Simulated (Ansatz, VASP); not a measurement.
One calculation of VH, two programs

INCAR

```
  PREC = Accurate
  ENCUT = 520
  EDIFF = 1E-6
  ISMEAR = 1
  SIGMA = 0.05
  LREAL = F
  LASPH = T
  NELM = 150
  ALGO = Normal
  ISIF = 2
  LWAVE = F
  LCHARG = T
  ISPIN = 2
  MAGMOM = 1.2 1.2 0 0
  LORBIT = 11
  LMAXMIX = 4
  LELF = T
  LVHAR = T
  NBANDS = 26
```

The input KPOINTS:

```
Automatic mesh
0
Gamma
  6 6 3
```

POSCAR

```
VH
1.0
    2.7355800000      0.0000000000      0.0000000000
   -1.3677900000      2.3690820000      0.0000000000
    0.0000000000      0.0000000000      4.9359680000
V H
2 2
Direct
    0.0000000000      0.0000000000      0.0000000000
    0.0000000000      0.0000000000      0.5000000000
    0.6666666667      0.3333333333      0.7500000000
    0.3333333333      0.6666666667      0.2500000000
```

Input for Ansatz:

```yaml
crystal:
  lattice:
    - [2.73558, 0.0, 0.0]
    - [-1.36779, 2.369082, 0.0]
    - [0.0, 0.0, 4.935968]
  atoms:
    - { symbol: V, position: [0.0, 0.0, 0.0], spin: 1.2 }
    - { symbol: V, position: [0.0, 0.0, 0.5], spin: 1.2 }
    - { symbol: H, position: [0.6666666666666666, 0.3333333333333333, 0.75] }
    - { symbol: H, position: [0.3333333333333333, 0.6666666666666666, 0.25] }
basis:
  ecutwfc: 530.622031796766
kpoints:
  mp_grid:
    grid: [6, 6, 3]
hamiltonian:
  xc: lda
magnetization:
  spin_polarized: true
scf:
  max_iter: 60
  mixing:
    algorithm: broyden
    beta: 0.2
    ndim: 4
  occupations:
    method: cold
    width: 0.05
  initial_density:
    normalization: cell
output:
  eigenvalues: true
```

Alike in both runs: task single point; functional LDA; k mesh 6 × 6 × 3; collinear spin.

```csv
,VASP,Ansatz
version,VASP 6.6.1,Ansatz 0.2.0
potentials or method,"VASP PAW LDA potentials, release 64 (V_sv, H), cutoff 520 eV","plane waves, PAW"
occupations,"methfessel-paxton of order 1, width 0.05 eV","cold, width 0.05 eV"
valence electrons in the cell,28,28
```

|  | VASP | Ansatz | Ansatz less VASP |
| --- | --- | --- | --- |
| gap on the k mesh at the Fermi level (eV) | none | none | - |
| net moment per atom (μB) | 0.00 | 0.00 | -0.001 |

LDA's correlation is that of Perdew and Zunger in VASP and of Perdew and Wang (1992) in Ansatz. A gap of «none» marks a metal or a gap that the smearing closes. Ansatz's warnings: seeded moment not kept, stability check not made.

The k mesh is coarse, so the values compare programs but aren't converged.
